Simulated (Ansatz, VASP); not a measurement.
# Two plane-wave programs on Ti

Contents of INCAR:

```
SYSTEM = Ti
  PREC = Accurate
  ENCUT = 520
  EDIFF = 1E-6
  ISMEAR = 0
  SIGMA = 0.15
  LREAL = .False.
  LASPH = .True.
  NELM = 100
  ALGO = Fast
  ISIF = 2
  LWAVE = .False.
  LCHARG = .False.
  GGA = PS
  NBANDS = 25
```

File KPOINTS:

```
Automatic mesh
0
Gamma
  12 12 18
  0 0 0
```

Contents of POSCAR:

```
Ti
1.0
    4.4024078121      0.0000000000      0.0000000000
   -2.2012039060      3.8125970031      0.0000000000
    0.0000000000      0.0000000000      2.7288238130
Ti
3
Direct
    0.0000000000      0.0000000000      0.0000000000
    0.3333333333      0.6666666667      0.5000000000
    0.6666666667      0.3333333333      0.5000000000
```

Input for Ansatz:

```yaml
crystal:
  lattice:
    - [4.4024078121, 0.0, 0.0]
    - [-2.201203906, 3.8125970031, 0.0]
    - [0.0, 0.0, 2.728823813]
  atoms:
    - { symbol: Ti, position: [0.0, 0.0, 0.0] }
    - { symbol: Ti, position: [0.3333333333, 0.6666666667, 0.5] }
    - { symbol: Ti, position: [0.6666666667, 0.3333333333, 0.5] }
basis:
  ecutwfc: 420
kpoints:
  mp_grid: { grid: [12, 12, 18] }
hamiltonian:
  xc: pbesol
scf:
  occupations: { method: gaussian, width: 0.15 }
output:
  forces: true
  stress: true
  eigenvalues: true
```

Change from the starting cell: strain -0.025 along x and y, -0.025 along z, atoms carried along.

Alike in both runs: task single point; functional PBEsol; k mesh 12 × 12 × 18; occupations gaussian, width 0.15 eV; no spin polarisation.

```csv
,VASP,Ansatz
version,VASP 6.6.1,Ansatz 0.2.0
potentials or method,"VASP PAW PBE potentials, release 64 (Ti_sv), cutoff 520 eV","scalar-relativistic, plane waves, PAW"
valence electrons in the cell,36,36
```

```csv
,VASP,Ansatz,Ansatz less VASP
gap on the k mesh at the Fermi level (eV),none,none,-
pressure (GPa),9.9,10.4,+0.53
"traceless stress, the component that is largest in VASP (GPa)",0.53,0.53,+0.002
```

VASP's potentials were made for PBE, not for PBEsol. A gap of «none» marks a metal or a gap that the smearing closes.
